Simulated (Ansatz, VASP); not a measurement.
## Ta: VASP beside Ansatz

```
Ta
1.0
     2.83872    0.00000    0.00000
    -1.41936    2.45841    0.00000
     0.00000    0.00000    5.06269
Ta
2
Direct
  0.33333 0.66667 0.25000
  0.66667 0.33333 0.75000
```

Alike in both runs: functional LDA; k mesh 16 × 16 × 9; occupations fermi-dirac, width 0.05 eV; no spin polarisation.

Ansatz relaxed the structure, and its values are those at the end. VASP's run is a single point on that final structure, the one shown.

|  | VASP | Ansatz |
| --- | --- | --- |
| version | VASP 6.6.1 | Ansatz 0.2.0 |
| potentials or method | VASP PAW LDA potentials, release 64 (Ta_pv) | PAW with Ansatz's default frozen-core files, scalar-relativistic |
| plane-wave cutoff (eV) | 520 | 420 |
| valence electrons in the cell | 22 | 26 |

```csv
,VASP,Ansatz,Ansatz less VASP
pressure (GPa),0.8,0.0,-0.76
```

LDA's correlation is that of Perdew and Zunger in VASP and of Perdew and Wang (1992) in Ansatz. VASP's potentials hold 22 valence electrons a cell and Ansatz's 26, so a difference there can come from the potentials and not from the codes.

Spin-orbit coupling is off throughout.
